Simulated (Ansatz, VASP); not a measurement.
Two plane-wave programs on TaGe3W2

```
Ta Ge W
1.0
     5.93884    0.00000    0.00000
    -2.96942    5.14319    0.00000
     0.00000    0.00000    3.89628
Ta Ge W
1 3 2
Direct
  0.00000 0.00000 0.50000
  0.50000 0.00000 0.50000
  0.00000 0.50000 0.50000
  0.50000 0.50000 0.50000
  0.33333 0.66667 0.69259
  0.66667 0.33333 0.30741
```

Alike in both runs: task relaxation of cell and atoms; functional PBE; k mesh 3 × 3 × 4; occupations gaussian, width 0.1 eV; no spin polarisation.

|  | VASP | Ansatz |
| --- | --- | --- |
| version | VASP 6.6.1 | Ansatz 0.2.0 |
| potentials or method | VASP PAW PBE potentials, release 64 (Ta_pv, Ge_d, W_sv), cutoff 600 eV | scalar-relativistic, plane waves, PAW |
| valence electrons in the cell | 81 | 83 |

VASP gave:

```
gap on the k mesh at the Fermi level, each at its own relaxed structure (eV)  : none
relaxed volume (Å³/atom)                                                      : 17.59
relaxed length of the cell vector where the two differ most in proportion (Å) : 4.175
```

Question: What did Ansatz give for the same quantities?

Answer: gap on the k mesh at the Fermi level, each at its own relaxed structure (eV): none; relaxed volume (Å³/atom): 17.55; relaxed length of the cell vector where the two differ most in proportion (Å): 4.166.

A gap of «none» marks a metal or a gap that the smearing closes. VASP's potentials hold 81 valence electrons a cell and Ansatz's 83, so a difference there can come from the potentials and not from the codes.

The k mesh is coarse, so the values compare programs but aren't converged. Neither program's run includes spin-orbit coupling.
